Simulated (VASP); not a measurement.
# MgO (P6_3mc) in VASP: a series of runs

Aim: see how the results for MgO move with the level of theory and the settings. Levels: PBE, r2SCAN. Tasks: single point.

Everything below comes from runs of VASP 6.6.1. Logs are shortened: lines on timing, memory, paths and dates and some standing lists are left out, and cuts for length are marked.

## Step 1: The cell of the first run

Symmetry: P6_3mc, No. 186, hexagonal system. Conventional cell: a = 3.370 Å, b = 3.370 Å, c = 5.160 Å, α = 90.00°, β = 90.00°, γ = 120.00°. Within 2.7 Å of Mg (site symmetry 3m) lie 4 O at 2.02 to 2.03 Å. O (site symmetry 3m) has 4 Mg at 2.02 to 2.03 Å within 2.7 Å.

## Step 2: Single point, PBE (strain +2.5%)

File INCAR:

```
PREC = Accurate
ENCUT = 520
EDIFF = 1E-6
ISMEAR = -1
SIGMA = 0.02
LREAL = False
LASPH = True
NELM = 60
ALGO = Normal
ISIF = 2
LWAVE = False
LCHARG = False
GGA = PE
NBANDS = 16
```

File KPOINTS:

```
regular mesh
0
Gamma
  12 12 6
```

File POSCAR:

```
MgO
1.0
    3.3704226849      0.0000000000      0.0000000000
   -1.6852113425      2.9188716666      0.0000000000
    0.0000000000      0.0000000000      5.1602252909
Mg O
2 2
Direct
    0.3333333333      0.6666666667     -0.0089108249
    0.6666666667      0.3333333333      0.4910891751
    0.3333333333      0.6666666667      0.3839108249
    0.6666666667      0.3333333333      0.8839108249
```

Potentials or basis: VASP PAW PBE potentials, release 64 (Mg, O).

On the command line:

```console
cat potpaw_PBE.64/Mg/POTCAR potpaw_PBE.64/O/POTCAR > POTCAR
mpirun -np 1 vasp_std > vasp.out
```

OUTCAR:

```text
PREC = Accurate
   ENCUT = 520
   EDIFF = 1E-6
   ISMEAR = -1
   LREAL = False
   LASPH = True
   NELM = 60
   ISIF = 2
   GGA = PE

 ion  position               nearest neighbor table
   1  0.333  0.667  0.991-   4 2.02   4 2.02   4 2.02   3 2.03   2 3.23   2 3.23   2 3.23   2 3.23
                             2 3.23   2 3.23
   2  0.667  0.333  0.491-   3 2.02   3 2.02   3 2.02   4 2.03   1 3.23   1 3.23   1 3.23   1 3.23
                             1 3.23   1 3.23
   3  0.333  0.667  0.384-   2 2.02   2 2.02   2 2.02   1 2.03
   4  0.667  0.333  0.884-   1 2.02   1 2.02   1 2.02   2 2.03

  LATTYP: Found a hexagonal cell.
 ALAT       =     3.3704226849
 C/A-ratio  =     1.5310320910

  Lattice vectors:

 A1 = (   3.3704226849,   0.0000000000,   0.0000000000)
 A2 = (  -1.6852113425,   2.9188716666,   0.0000000000)
 A3 = (   0.0000000000,   0.0000000000,   5.1602252909)

Analysis of symmetry for initial positions (statically):
=====================================================================
 Subroutine PRICEL returns:
 Original cell was already a primitive cell.

 Routine SETGRP: Setting up the symmetry group for a
 hexagonal supercell.

 Subroutine GETGRP returns: Found 12 space group operations
 (whereof  6 operations were pure point group operations)
 out of a pool of 24 trial point group operations.

The static configuration has the point symmetry C_3v.
 The point group associated with its full space group is C_6v.

Analysis of symmetry for dynamics (positions and initial velocities):
=====================================================================
 Subroutine PRICEL returns:
 Original cell was already a primitive cell.

 Routine SETGRP: Setting up the symmetry group for a
 hexagonal supercell.

 Subroutine GETGRP returns: Found 12 space group operations
 (whereof  6 operations were pure point group operations)
 out of a pool of 24 trial point group operations.

The dynamic configuration has the point symmetry C_3v.
 The point group associated with its full space group is C_6v.

 Subroutine INISYM returns: Found 12 space group operations
 (whereof  6 operations are pure point group operations),
 and found     1 'primitive' translations

----------------------------------------------------------------------------------------

                                     Primitive cell

  volume of cell :      50.7654

  direct lattice vectors                    reciprocal lattice vectors
     3.370422685  0.000000000  0.000000000     0.296698691  0.171299069  0.000000000
    -1.685211342  2.918871667  0.000000000     0.000000000  0.342598139  0.000000000
     0.000000000  0.000000000  5.160225291     0.000000000  0.000000000  0.193789989

  length of vectors
     3.370422685  3.370422685  5.160225291     0.342598139  0.342598139  0.193789989

  position of ions in fractional coordinates (direct lattice)
     0.333333333  0.666666667  0.991089175
     0.666666667  0.333333333  0.491089175
     0.333333333  0.666666667  0.383910825
     0.666666667  0.333333333  0.883910825

  ion indices of the primitive-cell ions
   primitive index   ion index
                 1           1
                 2           2
                 3           3
                 4           4

----------------------------------------------------------------------------------------

 KPOINTS: regular mesh

Automatic generation of k-mesh.
 Grid dimensions read from file:
 generate k-points for:   12   12    6

 Generating k-lattice:

  Cartesian coordinates                     Fractional coordinates (reciprocal lattice)
     0.024724891  0.014274922  0.000000000     0.083333333  0.000000000  0.000000000
     0.000000000  0.028549845  0.000000000     0.000000000  0.083333333  0.000000000
     0.000000000  0.000000000  0.032298331     0.000000000  0.000000000  0.166666667

  Length of vectors
     0.028549845  0.028549845  0.032298331

  Shift w.r.t. Gamma in fractional coordinates (k-lattice)
     0.000000000  0.000000000  0.000000000

 Subroutine IBZKPT returns following result:
 ===========================================

 Found     76 irreducible k-points:

 Following reciprocal coordinates:
            Coordinates               Weight
  0.000000  0.000000  0.000000      1.000000
  0.083333  0.000000  0.000000      6.000000
  0.166667  0.000000  0.000000      6.000000
  0.250000  0.000000  0.000000      6.000000
  0.333333 -0.000000  0.000000      6.000000
  0.416667  0.000000  0.000000      6.000000
[... 16 lines left out ...]
  0.250000  0.000000  0.166667     12.000000
  0.333333 -0.000000  0.166667     12.000000
 [... further k-points ...]
   k-points           NKPTS =     76   k-points in BZ     NKDIM =     76   number of bands    NBANDS=     16
   number of dos      NEDOS =    301   number of ions     NIONS =      4
   total plane-waves  NPLWV =  31360
   dimension x,y,z NGX =    28 NGY =   28 NGZ =   40
   dimension x,y,z NGXF=    56 NGYF=   56 NGZF=   80
   ions per type =               2   2
   NGX,Y,Z   is equivalent  to a cutoff of  13.81, 13.81, 12.89 a.u.
   NGXF,Y,Z  is equivalent  to a cutoff of  27.62, 27.62, 25.77 a.u.
 SYSTEM =  unknown system
   PREC   = accura    normal or accurate (medium, high low for compatibility)
   ISTART =      0    job   : 0-new  1-cont  2-samecut
   ICHARG =      2    charge: 1-file 2-atom 10-const
   ISPIN  =      1    spin polarized calculation?
   LNONCOLLINEAR =      F non collinear calculations
   LSORBIT =      F    spin-orbit coupling
   LASPH  =      T    aspherical Exc in radial PAW
   ENCUT  =  520.0 eV  38.22 Ry    6.18 a.u.   6.27  6.27  9.59*2*pi/ulx,y,z
   NELM   =     60;   NELMIN=  2; NELMDL= -5     # of ELM steps
   EDIFF  = 0.1E-05   stopping-criterion for ELM
   LREAL  =      F    real-space projection
   EDIFFG = 0.1E-04   stopping-criterion for IOM
   NSW    =      0    number of steps for IOM
   IBRION =     -1    ionic relax: 0-MD 1-quasi-New 2-CG
   NFREE  =      0    steps in history (QN), initial steepest desc. (CG)
   ISIF   =      2    stress and relaxation
   ISYM   =      2    0-nonsym 1-usesym 2-fastsym
   POTIM  = 0.5000    time-step for ionic-motion
   TEBEG  =    0.0;   TEEND  =   0.0 temperature during run
   PSTRESS=    0.0 pullay stress
   NELECT =      16.0000    total number of electrons
   NUPDOWN=      -1.0000    fix difference up-down
   EMIN   =  10.00;   EMAX   =-10.00  energy-range for DOS
   EFERMI =   0.00;   METHOD = LEGACY
   ISMEAR =    -1;   SIGMA  =   0.02  broadening in eV -4-tet -1-fermi 0-gaus
   EFERMI_NEDOS =   21; number of points for ismear=-14 and -15
   IALGO  =     38    algorithm
   IMIX   =      4    mixing-type and parameters
     AMIX     =   0.40;   BMIX     =  1.00
     AMIX_MAG =   1.60;   BMIX_MAG =  1.00
  volume/ion in A,a.u.               =      12.69        85.65
  Fermi-wavevector in a.u.,A,eV,Ry     =   1.114103  2.105350 16.887909  1.241226
  Thomas-Fermi vector in A             =   2.250695
   LORBIT       =      0    0 simple, 1 ext, 2 COOP (PROOUT), +10 PAW based schemes
   GGA     = PE    functional components
   LHFCALC =     F    Hartree Fock is set to
   AEXX    =    0.0000 exact exchange contribution
   IVDW    =     0    specifies the selected vdW correction
   LEPSILON=     F    determine dielectric tensor
   LRPA    =     F    only Hartree local field effects (RPA)
 non-spin polarized calculation
  energy-cutoff  :      520.00
  volume of cell :       50.77
 maximum number of plane-waves:      1387
 NGX is ok and might be reduce to    28
   NGX = 13   NGY = 13   NGZ = 19

 number of electron      16.0000001 magnetization

 Free energy of the ion-electron system (eV)
  ---------------------------------------------------
  ext. energy  EPLUGINS =         0.00000000
  ---------------------------------------------------
  free energy    TOTEN  =       -23.50091739 eV

  energy without entropy =      -23.50091739  energy(sigma->0) =      -23.50091739

 E-fermi :   1.0921     XC(G=0):  -9.4334

 val. band max:        0.6962585284   @ k =   0.0000   0.0000   0.0000
 cond. band min:       3.8534668036   @ k =   0.0000   0.0000   0.0000
 fundamental gap:      3.1572082752
 Fermi energy:         1.0920824402

 k-point     1 :       0.0000    0.0000    0.0000
  band No.  band energies     occupation
      1     -15.2758      2.00000
      2     -14.6038      2.00000
      3      -2.3247      2.00000
      4       0.0754      2.00000
      5       0.0754      2.00000
      6       0.3763      2.00000
[... 8 lines left out ...]
     15      16.5537      0.00000
     16      16.5537      0.00000

 k-point     2 :       0.0833    0.0000    0.0000
  band No.  band energies     occupation
      1     -15.2455      2.00000
      2     -14.5929      2.00000
      3      -2.2602      2.00000
      4      -0.0866      2.00000
      5       0.0304      2.00000
      6       0.1458      2.00000
[... 8 lines left out ...]
     15      16.6543      0.00000
     16      16.7097      0.00000

 k-point     3 :       0.1667    0.0000    0.0000
  band No.  band energies     occupation
      1     -15.1596      2.00000
      2     -14.5648      2.00000
      3      -2.0731      2.00000
      4      -0.5812      2.00000
      5      -0.2583      2.00000
      6      -0.0782      2.00000
[... 8 lines left out ...]
     15      15.6221      0.00000
     16      16.1035      0.00000

 k-point     4 :       0.2500    0.0000    0.0000
  band No.  band energies     occupation
      1     -15.0346      2.00000
      2     -14.5314      2.00000
      3      -1.7843      2.00000
      4      -1.1832      2.00000
      5      -0.6616      2.00000
      6      -0.2074      2.00000
[... 8 lines left out ...]
     15      15.0754      0.00000
     16      15.5447      0.00000
[... 324 lines left out ...]
 k-point    22 :       0.1667    0.0000    0.1667
  band No.  band energies     occupation
      1     -15.1216      2.00000
      2     -14.6065      2.00000
      3      -1.9888      2.00000
      4      -0.6243      2.00000
      5      -0.2983      2.00000
      6      -0.0499      2.00000
[... 8 lines left out ...]
     15      15.6997      0.00000
     16      15.9018      0.00000

 k-point    23 :       0.2500    0.0000    0.1667
  band No.  band energies     occupation
      1     -15.0017      2.00000
      2     -14.5659      2.00000
      3      -1.8088      2.00000
      4      -1.1678      2.00000
      5      -0.6450      2.00000
      6      -0.1733      2.00000
[... 8 lines left out ...]
     15      15.0502      0.00000
     16      15.5576      0.00000

 k-point    24 :       0.3333   -0.0000    0.1667
  band No.  band energies     occupation
      1     -14.8690      2.00000
      2     -14.5343      2.00000
      3      -1.8595      2.00000
      4      -1.4292      2.00000
      5      -0.8589      2.00000
      6      -0.2852      2.00000
[... 8 lines left out ...]
     15      14.8216      0.00000
     16      15.6802      0.00000

 [... further k-points ...]

------------------------ aborting loop because EDIFF is reached ----------------------------------------

  FORCE on cell =-STRESS in cart. coord.  units (eV):
  Direction    XX          YY          ZZ          XY          YZ          ZX
  --------------------------------------------------------------------------------------
  -------------------------------------------------------------------------------------
  Total       -1.7095780     -1.7095780     -1.1830692      0.0000000      0.0000000      0.0000000
  in kB      -53.9549723    -53.9549723    -37.3381411      0.0000000      0.0000000      0.0000000
  external PRESSURE =     -48.4160286 kB  Pullay stress =       0.0000000 kB

 VOLUME and BASIS-vectors are now :
 -----------------------------------------------------------------------------
  energy-cutoff  :      520.00
  volume of cell :       50.77
      direct lattice vectors                 reciprocal lattice vectors
     3.370422685  0.000000000  0.000000000     0.296698691  0.171299069  0.000000000
    -1.685211342  2.918871667  0.000000000     0.000000000  0.342598139  0.000000000
     0.000000000  0.000000000  5.160225291     0.000000000  0.000000000  0.193789989

 POSITION                                       TOTAL-FORCE (eV/Angst)
 -----------------------------------------------------------------------------------
     -0.00000      1.94591      5.11424        -0.000000      0.000000     -0.015857
      1.68521      0.97296      2.53413         0.000000      0.000000     -0.015857
     -0.00000      1.94591      1.98107         0.000000     -0.000000      0.015857
      1.68521      0.97296      4.56118        -0.000000      0.000000      0.015857
 -----------------------------------------------------------------------------------
    total drift:                               -0.000000     -0.000000      0.000654

  FREE ENERGIE OF THE ION-ELECTRON SYSTEM (eV)
  ---------------------------------------------------
  free  energy   TOTEN  =       -23.5009173872 eV

  energy  without entropy=      -23.5009173872  energy(sigma->0) =      -23.50091739
```

Wall time 73 s (1 thread of Intel Xeon 8259CL, shared host); peak memory 0.21 GiB.

Results:

```yaml
Free_energy: -23.5009 eV
Pressure: -4.8 GPa
Largest_force: 0.016 eV/Å
Band_gap_on_the_k_mesh: 3.16 eV
```

Forces on the atoms (eV/Å):
```
Mg   0.000  0.000 -0.016
Mg   0.000  0.000 -0.016
O    0.000  0.000  0.016
O    0.000  0.000  0.016
```

Stress tensor (GPa, compression positive):
```
-5.40  0.00  0.00
 0.00 -5.40  0.00
 0.00  0.00 -3.73
```

Levels at points of the mesh, in eV from the valence-band top:
```
           k point  band 5  band 6  band 7  band 8  band 9  band 10  band 11  band 12
(0.00, 0.00, 0.00)   -0.62   -0.32   -0.32    0.00    3.16     8.02     9.74    13.75
(0.50, 0.00, 0.00)   -1.58   -1.13   -0.73   -0.43    7.56     7.74     8.81    10.28
(0.00, 0.00, 0.50)   -0.47   -0.47   -0.47   -0.47    5.57     5.57    12.57    12.57
(0.50, 0.00, 0.50)   -0.80   -0.80   -0.64   -0.64    7.13     7.13    10.29    10.29
```

Caveat: the cell differs from its parent crystal (strain +2.5%); the cell stands under tension.

## Step 3: Single point, r2SCAN

This run uses another cell than the first one, of 11.79 Å³/atom.

File POSCAR:

```
MgO
1.0
    3.2882172536      0.0000000000      0.0000000000
   -1.6441086268      2.8476796748      0.0000000000
    0.0000000000      0.0000000000      5.0343661375
Mg O
2 2
Direct
    0.3333333333      0.6666666667     -0.0098385294
    0.6666666667      0.3333333333      0.4901614706
    0.3333333333      0.6666666667      0.3848385294
    0.6666666667      0.3333333333      0.8848385294
```

File INCAR.step1:

```
PREC     = Accurate       # precision mode
ENCUT    = 520            # plane-wave cutoff, eV
ISMEAR   = 0              # smearing method
SIGMA    = 0.01           # smearing width, eV
LREAL    = F              # projectors in reciprocal space
LASPH    = T              # aspherical terms in the spheres
NELM     = 60             # most SCF steps
NBANDS   = 16             # bands
GGA      = PE             # functional
ALGO     = Normal         # electronic algorithm
EDIFF    = 1E-4           # SCF threshold, eV
LWAVE    = T              # write WAVECAR
LCHARG   = F              # write CHGCAR
```

File INCAR.step2:

```
PREC     = Accurate       # precision mode
ENCUT    = 520            # plane-wave cutoff, eV
EDIFF    = 1E-6           # SCF threshold, eV
ISMEAR   = 0              # smearing method
SIGMA    = 0.01           # smearing width, eV
LREAL    = F              # projectors in reciprocal space
LASPH    = T              # aspherical terms in the spheres
NELM     = 60             # most SCF steps
ALGO     = Normal         # electronic algorithm
ISIF     = 2              # what is computed and relaxed
LWAVE    = F              # write WAVECAR
LCHARG   = F              # write CHGCAR
METAGGA  = R2SCAN         # meta-GGA
LMIXTAU  = T            
NBANDS   = 16             # bands
ISTART   = 1
```

File KPOINTS:

```
Automatic mesh
0
Gamma
  12 12 6
```

Potentials or basis: VASP PAW PBE potentials, release 64 (Mg, O).

On the command line:

```console
cat potpaw_PBE.64/Mg/POTCAR potpaw_PBE.64/O/POTCAR > POTCAR
cp INCAR.step1 INCAR
mpirun -np 1 vasp_std > vasp.out
cp INCAR.step2 INCAR
mpirun -np 1 vasp_std > vasp.out
```

OUTCAR:

```text
PREC = Accurate
   ENCUT = 520
   EDIFF = 1E-6
   ISMEAR = 0
   LREAL = F
   LASPH = T
   NELM = 60
   ISIF = 2
   METAGGA = R2SCAN
   ISTART = 1

 ion  position               nearest neighbor table
   1  0.333  0.667  0.990-   4 1.97   4 1.97   4 1.97   3 1.99   2 3.15   2 3.15   2 3.15   2 3.15
                             2 3.15   2 3.15
   2  0.667  0.333  0.490-   3 1.97   3 1.97   3 1.97   4 1.99   1 3.15   1 3.15   1 3.15   1 3.15
                             1 3.15   1 3.15
   3  0.333  0.667  0.385-   2 1.97   2 1.97   2 1.97   1 1.99
[... 660 lines left out ...]
  Direction    XX          YY          ZZ          XY          YZ          ZX
  --------------------------------------------------------------------------------------
  -------------------------------------------------------------------------------------
  Total       -0.1655742     -0.1655742     -0.1448086      0.0000000      0.0000000     -0.0000000
  in kB       -5.6273859     -5.6273859     -4.9216248      0.0000000      0.0000000     -0.0000000
  external PRESSURE =      -5.3921322 kB  Pullay stress =       0.0000000 kB

 VOLUME and BASIS-vectors are now :
 -----------------------------------------------------------------------------
  energy-cutoff  :      520.00
  volume of cell :       47.14
      direct lattice vectors                 reciprocal lattice vectors
     3.288217254  0.000000000  0.000000000     0.304116159  0.175581546  0.000000000
    -1.644108627  2.847679675  0.000000000     0.000000000  0.351163092  0.000000000
     0.000000000  0.000000000  5.034366138     0.000000000  0.000000000  0.198634738

 POSITION                                       TOTAL-FORCE (eV/Angst)
 -----------------------------------------------------------------------------------
     -0.00000      1.89845      4.98484         0.000000     -0.000000      0.002051
      1.64411      0.94923      2.46765        -0.000000     -0.000000      0.002051
     -0.00000      1.89845      1.93742        -0.000000      0.000000     -0.002051
      1.64411      0.94923      4.45460         0.000000     -0.000000     -0.002051
 -----------------------------------------------------------------------------------
    total drift:                                0.000000      0.000000     -0.002325

  FREE ENERGIE OF THE ION-ELECTRON SYSTEM (eV)
  ---------------------------------------------------
  free  energy   TOTEN  =       -31.8555403247 eV

  energy  without entropy=      -31.8555403247  energy(sigma->0) =      -31.85554032
```

Wall time 2.3 min (1 thread of Intel Xeon 8259CL, shared host); peak memory 0.2 GiB.

What came out:

- Free energy: -31.8555 eV
- Pressure: -0.5 GPa
- Band gap on the k mesh: 4.21 eV

Forces on the atoms (eV/Å):
```
Mg   0.000  0.000  0.002
Mg   0.000  0.000  0.002
O    0.000  0.000 -0.002
O    0.000  0.000 -0.002
```

Caveat: the PAW data sets were made with another functional, which shifts forces and pressure a little.

(Continued in part 2 of 2.)
